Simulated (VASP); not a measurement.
CaO, 2 atoms in the cell. It takes space group Fm-3m (No. 225, cubic). The conventional cell has a = 4.642 Å, b = 4.642 Å, c = 4.642 Å, α = 90.00°, β = 90.00°, γ = 90.00°. Within 3.1 Å of Ca (site symmetry m-3m) lie 6 O at 2.32 Å. Within 3.1 Å of O (site symmetry m-3m) lie 6 Ca at 2.32 Å. 

| Item | Value |
| --- | --- |
| Program | VASP 6.6.1 |
| Task | single point |
| Functional | PBE |
| Potentials or basis | VASP PAW PBE potentials, release 64 (Ca_sv, O) |
| Cutoff | 600 eV |
| k mesh | 4 × 4 × 4 |
| Occupations | gaussian, width 0.01 eV |
| Spin | no spin polarisation |
| Dipole correction | no |
| Further INCAR settings | ALGO = Normal; EDIFF = 1e-06; NBANDS = 15 |

Potentials or basis: VASP PAW PBE potentials, release 64 (Ca_sv, O).

Launch:

```bash
$ cat potpaw_PBE.64/Ca_sv/POTCAR potpaw_PBE.64/O/POTCAR > POTCAR
$ mpirun -np 1 vasp_std > vasp.out
```

Hardware: 1 thread of Intel(R) Xeon(R) 6975P-C (Granite Rapids) (shared host).

Q: How long does it take, and how much memory?

A: It took 5.4 s on 1 thread of Intel(R) Xeon(R) 6975P-C (Granite Rapids), on a shared host, peak memory 0.15 GiB. Counts: scf iterations 13, k points 8.
